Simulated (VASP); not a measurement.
# AlP (f.blda) (F-43m) in VASP: further runs

AlP (f.blda) is run at these levels: LDA; tasks: single point.

Everything below comes from runs of VASP 6.6.1. Logs are shortened: lines on timing, memory, paths and dates and some standing lists are left out, and cuts for length are marked.

## Step 1: The cell of the first run

Symmetry: F-43m, No. 216, cubic system. The conventional cell has a = 5.434 Å, b = 5.434 Å, c = 5.434 Å, α = 90.00°, β = 90.00°, γ = 90.00°. Within 3.1 Å of Al (site symmetry -43m) lie 4 P at 2.35 Å. P (site symmetry -43m) has 4 Al at 2.35 Å within 3.1 Å.

## Step 2: Single point, LDA

Input file INCAR:

```
PREC = Accurate
ENCUT = 500
EDIFF = 1E-6
ISMEAR = 0
SIGMA = 0.02
LREAL = F
LASPH = T
NELM = 120
ALGO = Normal
ISIF = 2
LWAVE = F
LCHARG = F
NBANDS = 11
GGA_COMPAT = F
```

Input file KPOINTS:

```
Automatic mesh
0
Gamma
  8 8 8
```

Input file POSCAR:

```
AlP
1.0
    0.0000000000      2.7168541779      2.7168541779
    2.7168541779      0.0000000000      2.7168541779
    2.7168541779      2.7168541779      0.0000000000
Al P
1 1
Direct
    0.0000000000      0.0000000000      0.0000000000
    0.2500000000      0.2500000000      0.2500000000
```

Potentials or basis: VASP PAW LDA potentials, release 64 (Al, P).

Launch:

```bash
cat potpaw_LDA.64/Al/POTCAR potpaw_LDA.64/P/POTCAR > POTCAR
mpirun -np 1 vasp_std > vasp.out
```

OUTCAR:

```text
PREC = Accurate
   ENCUT = 500
   EDIFF = 1E-6
   ISMEAR = 0
   LREAL = F
   LASPH = T
   NELM = 120
   ISIF = 2

 ion  position               nearest neighbor table
   1  0.000  0.000  0.000-   2 2.35   2 2.35   2 2.35   2 2.35
   2  0.250  0.250  0.250-   1 2.35   1 2.35   1 2.35   1 2.35

  LATTYP: Found a face centered cubic cell.
 ALAT       =     5.4337083558

  Lattice vectors:

 A1 = (   0.0000000000,   2.7168541779,   2.7168541779)
 A2 = (   2.7168541779,   0.0000000000,   2.7168541779)
 A3 = (   2.7168541779,   2.7168541779,   0.0000000000)

Analysis of symmetry for initial positions (statically):
=====================================================================
 Subroutine PRICEL returns:
 Original cell was already a primitive cell.

 Routine SETGRP: Setting up the symmetry group for a
 face centered cubic supercell.

 Subroutine GETGRP returns: Found 24 space group operations
 (whereof 24 operations were pure point group operations)
 out of a pool of 48 trial point group operations.

The static configuration has the point symmetry T_d .

Analysis of symmetry for dynamics (positions and initial velocities):
=====================================================================
 Subroutine PRICEL returns:
 Original cell was already a primitive cell.

 Routine SETGRP: Setting up the symmetry group for a
 face centered cubic supercell.

 Subroutine GETGRP returns: Found 24 space group operations
 (whereof 24 operations were pure point group operations)
 out of a pool of 48 trial point group operations.

The dynamic configuration has the point symmetry T_d .

 Subroutine INISYM returns: Found 24 space group operations
 (whereof 24 operations are pure point group operations),
 and found     1 'primitive' translations

----------------------------------------------------------------------------------------

                                     Primitive cell

  volume of cell :      40.1078

  direct lattice vectors                    reciprocal lattice vectors
     0.000000000  2.716854178  2.716854178    -0.184036377  0.184036377  0.184036377
     2.716854178  0.000000000  2.716854178     0.184036377 -0.184036377  0.184036377
     2.716854178  2.716854178  0.000000000     0.184036377  0.184036377 -0.184036377

  length of vectors
     3.842212025  3.842212025  3.842212025     0.318760356  0.318760356  0.318760356

  position of ions in fractional coordinates (direct lattice)
[... 79 lines left out ...]
   EDIFF  = 0.1E-05   stopping-criterion for ELM
   LREAL  =      F    real-space projection
   EDIFFG = 0.1E-04   stopping-criterion for IOM
   NSW    =      0    number of steps for IOM
   IBRION =     -1    ionic relax: 0-MD 1-quasi-New 2-CG
   NFREE  =      0    steps in history (QN), initial steepest desc. (CG)
   ISIF   =      2    stress and relaxation
   ISYM   =      2    0-nonsym 1-usesym 2-fastsym
   POTIM  = 0.5000    time-step for ionic-motion
   TEBEG  =    0.0;   TEEND  =   0.0 temperature during run
   PSTRESS=    0.0 pullay stress
   NELECT =       8.0000    total number of electrons
   NUPDOWN=      -1.0000    fix difference up-down
   EMIN   =  10.00;   EMAX   =-10.00  energy-range for DOS
   EFERMI =   0.00;   METHOD = LEGACY
   ISMEAR =     0;   SIGMA  =   0.02  broadening in eV -4-tet -1-fermi 0-gaus
   EFERMI_NEDOS =   21; number of points for ismear=-14 and -15
   IALGO  =     38    algorithm
   IMIX   =      4    mixing-type and parameters
     AMIX     =   0.40;   BMIX     =  1.00
     AMIX_MAG =   1.60;   BMIX_MAG =  1.00
  volume/ion in A,a.u.               =      20.05       135.33
  Fermi-wavevector in a.u.,A,eV,Ry     =   0.956522  1.807565 12.448449  0.914935
  Thomas-Fermi vector in A             =   2.085458
   LORBIT       =      0    0 simple, 1 ext, 2 COOP (PROOUT), +10 PAW based schemes
   GGA     = CA    functional components
   LHFCALC =     F    Hartree Fock is set to
   AEXX    =    0.0000 exact exchange contribution
   IVDW    =     0    specifies the selected vdW correction
   LEPSILON=     F    determine dielectric tensor
   LRPA    =     F    only Hartree local field effects (RPA)
 non-spin polarized calculation
 Gauss-broadening in eV      SIGMA  =   0.02
  energy-cutoff  :      500.00
  volume of cell :       40.11
 maximum number of plane-waves:      1036
   NGX = 13   NGY = 13   NGZ = 13

 number of electron       8.0000000 magnetization

 Free energy of the ion-electron system (eV)
  ---------------------------------------------------
  ext. energy  EPLUGINS =         0.00000000
  ---------------------------------------------------
  free energy    TOTEN  =       -11.41224619 eV

  energy without entropy =      -11.41224619  energy(sigma->0) =      -11.41224619

 E-fermi :   4.6899     XC(G=0):  -9.5040

 val. band max:        4.5844142674   @ k =   0.0000   0.0000   0.0000
 cond. band min:       5.9981157264   @ k =   0.5000   0.5000   0.0000
 fundamental gap:      1.4137014590
 Fermi energy:         4.6898539424

 k-point     1 :       0.0000    0.0000    0.0000
  band No.  band energies     occupation
      1      -7.0045      2.00000
      2       4.5844      2.00000
      3       4.5844      2.00000
      4       4.5844      2.00000
      5       7.8268      0.00000
      6       9.0768      0.00000
      7       9.0768      0.00000
      8       9.0768      0.00000
      9      13.4135      0.00000
     10      13.4135      0.00000
     11      14.6703      0.00000
[... 309 lines left out ...]
 k-point    24 :      -0.3750    0.2500    0.1250
  band No.  band energies     occupation
      1      -4.9478      2.00000
      2      -0.6875      2.00000
      3       1.9206      2.00000
      4       3.0591      2.00000
      5       8.4429      0.00000
      6       9.0184      0.00000
      7      11.4317      0.00000
      8      12.2327      0.00000
      9      13.5231      0.00000
     10      15.9815      0.00000
     11      17.3196      0.00000

 [... further k-points ...]
[... 5 lines left out ...]
  --------------------------------------------------------------------------------------
  -------------------------------------------------------------------------------------
  Total        0.0158323      0.0158323      0.0158323     -0.0000000      0.0000000     -0.0000000
  in kB        0.6324476      0.6324476      0.6324476     -0.0000000      0.0000000     -0.0000000
  external PRESSURE =       0.6324476 kB  Pullay stress =       0.0000000 kB

 VOLUME and BASIS-vectors are now :
 -----------------------------------------------------------------------------
  energy-cutoff  :      500.00
  volume of cell :       40.11
      direct lattice vectors                 reciprocal lattice vectors
     0.000000000  2.716854178  2.716854178    -0.184036377  0.184036377  0.184036377
     2.716854178  0.000000000  2.716854178     0.184036377 -0.184036377  0.184036377
     2.716854178  2.716854178  0.000000000     0.184036377  0.184036377 -0.184036377

 POSITION                                       TOTAL-FORCE (eV/Angst)
 -----------------------------------------------------------------------------------
      0.00000      0.00000      0.00000        -0.000000     -0.000000     -0.000000
      1.35843      1.35843      1.35843         0.000000      0.000000      0.000000
 -----------------------------------------------------------------------------------
    total drift:                               -0.000000     -0.000000     -0.000000

  FREE ENERGIE OF THE ION-ELECTRON SYSTEM (eV)
  ---------------------------------------------------
  free  energy   TOTEN  =       -11.4122461921 eV

  energy  without entropy=      -11.4122461921  energy(sigma->0) =      -11.41224619
```

stdout:

```text
POSCAR found type information on POSCAR AlP
 POSCAR found :  2 types and       2 ions
 scaLAPACK will be used
 LDA part: xc-table for (Slater(with rela. corr.)+CA(PZ))
 , standard interpolation
 POSCAR, INCAR and KPOINTS ok, starting setup
 FFT: planning ... GRIDC
 FFT: planning ... GRID_SOFT
 FFT: planning ... GRID
 WAVECAR not read
 entering main loop
```

Wall time 10 s (1 thread of Intel Xeon 6975P-C, shared host); peak memory 0.13 GiB.

Results:

| Property | Result |
| --- | --- |
| Free energy | -11.4122 eV |
| Pressure | 0.1 GPa |
| Band gap on the k mesh | 1.41 eV, indirect (least direct gap 3.24 eV) |

Levels at points of the mesh, in eV from the valence-band top:
| k point | band 1 | band 2 | band 3 | band 4 | band 5 | band 6 | band 7 | band 8 | band 9 |
| --- | --- | --- | --- | --- | --- | --- | --- | --- | --- |
| (0.00, 0.00, 0.00) | -11.59 | 0.00 | 0.00 | 0.00 | 3.24 | 4.49 | 4.49 | 4.49 | 8.83 |
| (0.50, 0.00, 0.00) | -9.86 | -5.65 | -0.78 | -0.78 | 2.72 | 4.74 | 4.74 | 8.11 | 11.55 |
| (0.50, 0.50, 0.00) | -9.17 | -5.40 | -2.15 | -2.15 | 1.41 | 2.33 | 11.01 | 11.01 | 11.99 |

A k mesh can miss the band edges. A hybrid or GW would open this gap; LDA tends to underestimate it.

## Step 3: Single point, LDA

Input file INCAR:

```
SYSTEM = AlP
PREC = Accurate
ENCUT = 500
EDIFF = 1E-6
ISMEAR = 0
SIGMA = 0.02
LREAL = .False.
LASPH = .True.
NELM = 120
ALGO = Normal
ISIF = 2
LWAVE = .False.
LCHARG = .True.
GGA = CA
LELF = .True.
LVHAR = .True.
NBANDS = 11
GGA_COMPAT = .False.
```

Input file KPOINTS:

```
regular mesh
0
Gamma
  10 10 10
  0 0 0
```

POSCAR is that of step 2.

Potentials or basis: VASP PAW LDA potentials, release 64 (Al, P).

Launch:

```bash
cat potpaw_LDA.64/Al/POTCAR potpaw_LDA.64/P/POTCAR > POTCAR
mpirun -np 1 vasp_std > vasp.out
```

OUTCAR:

```text
SYSTEM = AlP
   PREC = Accurate
   ENCUT = 500
   EDIFF = 1E-6
   ISMEAR = 0
   LREAL = .False.
   LASPH = .True.
   NELM = 120
   ISIF = 2
   GGA = CA

 ion  position               nearest neighbor table
   1  0.000  0.000  0.000-   2 2.35   2 2.35   2 2.35   2 2.35
   2  0.250  0.250  0.250-   1 2.35   1 2.35   1 2.35   1 2.35

  LATTYP: Found a face centered cubic cell.
 ALAT       =     5.4337083558

  Lattice vectors:

 A1 = (   0.0000000000,   2.7168541779,   2.7168541779)
 A2 = (   2.7168541779,   0.0000000000,   2.7168541779)
 A3 = (   2.7168541779,   2.7168541779,   0.0000000000)
[... 512 lines left out ...]
      7      12.5237      0.00000
      8      12.7926      0.00000
      9      15.1365      0.00000
     10      16.1116      0.00000
     11      18.1298      0.00000

 [... further k-points ...]
[... 5 lines left out ...]
  --------------------------------------------------------------------------------------
  -------------------------------------------------------------------------------------
  Total        0.0144869      0.0144869      0.0144869      0.0000000      0.0000000      0.0000000
  in kB        0.5787066      0.5787066      0.5787066      0.0000000      0.0000000      0.0000000
  external PRESSURE =       0.5787066 kB  Pullay stress =       0.0000000 kB

 VOLUME and BASIS-vectors are now :
 -----------------------------------------------------------------------------
  energy-cutoff  :      500.00
  volume of cell :       40.11
      direct lattice vectors                 reciprocal lattice vectors
     0.000000000  2.716854178  2.716854178    -0.184036377  0.184036377  0.184036377
     2.716854178  0.000000000  2.716854178     0.184036377 -0.184036377  0.184036377
     2.716854178  2.716854178  0.000000000     0.184036377  0.184036377 -0.184036377

 POSITION                                       TOTAL-FORCE (eV/Angst)
 -----------------------------------------------------------------------------------
      0.00000      0.00000      0.00000        -0.000000     -0.000000     -0.000000
      1.35843      1.35843      1.35843         0.000000      0.000000      0.000000
 -----------------------------------------------------------------------------------
    total drift:                               -0.000000     -0.000000     -0.000000

  FREE ENERGIE OF THE ION-ELECTRON SYSTEM (eV)
  ---------------------------------------------------
  free  energy   TOTEN  =       -11.4132444613 eV

  energy  without entropy=      -11.4132444613  energy(sigma->0) =      -11.41324446
```

Wall time 17 s (1 thread of Intel Xeon 6975P-C, shared host); peak memory 0.14 GiB.

What came out:

| Property | Result |
| --- | --- |
| Free energy | -11.4132 eV |
| Pressure | 0.1 GPa |
| Band gap on the k mesh | 1.41 eV, indirect (least direct gap 3.24 eV) |

A k mesh can miss the band edges. LDA gaps usually lie below the measured ones, often by a third to a half.
